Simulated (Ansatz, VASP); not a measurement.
## Si7Ge: VASP beside Ansatz

File INCAR:

```
ALGO     = Normal         # electronic algorithm
EDIFF    = 1E-6           # SCF threshold, eV
ENCUT    = 520            # plane-wave cutoff, eV
GGA      = PS             # functional
ISIF     = 2              # what is computed and relaxed
ISMEAR   = 0              # smearing method
LASPH    = True           # aspherical terms in the spheres
LCHARG   = True           # write CHGCAR
LELF     = True           # ELF
LREAL    = False          # projectors in reciprocal space
LVHAR    = True         
LWAVE    = False          # write WAVECAR
NBANDS   = 31             # bands
NELM     = 60             # most SCF steps
PREC     = Accurate       # precision mode
SIGMA    = 0.03           # smearing width, eV
```

KPOINTS

```
k-points
0
Gamma
  8 8 8
```

Contents of POSCAR:

```
Si7Ge
1.0
    5.9710464946      0.0000000000      0.0000000000
    0.0000000000      5.9710464946      0.0000000000
    0.0000000000      0.0000000000      5.2927356128
Si Ge
7 1
Direct
    0.2525986838      0.2525986838      0.2525986838
    0.0000000000      0.5000000000      0.5000000000
    0.5000000000      0.5000000000      0.0000000000
    0.5000000000      0.0000000000      0.5000000000
    0.7474013162      0.2525986838      0.7474013162
    0.7474013162      0.7474013162      0.2525986838
    0.2525986838      0.7474013162      0.7474013162
    0.0000000000      0.0000000000      0.0000000000
```

Input for Ansatz:

```yaml
crystal:
  lattice:
    - [5.9710464946, 0.0, 0.0]
    - [0.0, 5.9710464946, 0.0]
    - [0.0, 0.0, 5.2927356128]
  atoms:
    - { symbol: Si, position: [0.2525986838, 0.2525986838, 0.2525986838] }
    - { symbol: Si, position: [0.0, 0.5, 0.5] }
    - { symbol: Si, position: [0.5, 0.5, 0.0] }
    - { symbol: Si, position: [0.5, 0.0, 0.5] }
    - { symbol: Si, position: [0.7474013162, 0.2525986838, 0.7474013162] }
    - { symbol: Si, position: [0.7474013162, 0.7474013162, 0.2525986838] }
    - { symbol: Si, position: [0.2525986838, 0.7474013162, 0.7474013162] }
    - { symbol: Ge, position: [0.0, 0.0, 0.0] }
basis:
  ecutwfc: 420
kpoints:
  mp_grid: { grid: [8, 8, 8] }
hamiltonian:
  xc: pbesol
  pseudopotentials: { kind: paw, azcp: { folder: soft_1 } }
scf:
  occupations: { method: gaussian, width: 0.03 }
output:
  forces: true
  stress: true
  eigenvalues: true
```

Alike in both runs: task single point; functional PBEsol; k mesh 8 × 8 × 8; occupations gaussian, width 0.03 eV; no spin polarisation.

|  | VASP | Ansatz |
| --- | --- | --- |
| version | VASP 6.6.1 | Ansatz 0.2.0 |
| potentials or method | VASP PAW PBE potentials, release 64 (Si, Ge_d), cutoff 520 eV | scalar-relativistic, plane waves, PAW |
| valence electrons in the cell | 42 | 42 |

VASP gave:

```
gap on the k mesh at the Fermi level (eV)                     : none
pressure (GPa)                                                : -9.8
traceless stress, the component that is largest in VASP (GPa) : 5.58
rms of the force components (eV/Å)                            : 0.013
```

Question: What did Ansatz give for the same quantities?

Answer: gap on the k mesh at the Fermi level (eV): none; pressure (GPa): -9.8; traceless stress, the component that is largest in VASP (GPa): 5.59; rms of the force components (eV/Å): 0.015.

VASP's potentials were made for PBE, not for PBEsol, and Ansatz warns of the same on its side. Atom by atom the forces differ by 0.002 eV/Å (rms over components). A gap of «none» marks a metal or a gap that the smearing closes. The functional is the same, so the differences come from potentials, cutoffs and numerics.
